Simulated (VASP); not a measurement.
Here is a VASP 6.6.1 calculation.

Contents of INCAR:

```
SYSTEM = GaMo
ALGO = Normal ; EDIFF = 1E-6
ENCUT = 520 ; GGA = PE
ISIF = 2 ; ISMEAR = 0
LASPH = .TRUE. ; LCHARG = .TRUE.
LELF = .TRUE. ; LREAL = .FALSE.
LVHAR = .TRUE. ; LWAVE = .FALSE.
NBANDS = 20 ; NELM = 80
PREC = Accurate ; SIGMA = 0.2
```

Contents of KPOINTS:

```
k-points
0
G
  7 7 5
  0 0 0
```

Contents of POSCAR:

```
GaMo
1.0
    2.8808920657      0.0000000000      0.0000000000
   -1.4404460328      2.4949257144      0.0000000000
    0.0000000000      0.0000000000      4.3549647749
Ga Mo
1 1
Direct
    0.3333333333      0.6666666667      0.3710963496
    0.0000000000      0.0000000000      0.8711141004
```

Potentials or basis: VASP PAW PBE potentials, release 64 (Ga_d, Mo_sv).

Command:

```console
$ cat potpaw_PBE.64/Ga_d/POTCAR potpaw_PBE.64/Mo_sv/POTCAR > POTCAR
$ mpirun -np 1 vasp_std > vasp.out
```

Q: Estimate the pressure.

A: 0.5 GPa.

Stress tensor (GPa, compression positive):
```
0.54 0.00 0.00
0.00 0.54 0.00
0.00 0.00 0.28
```
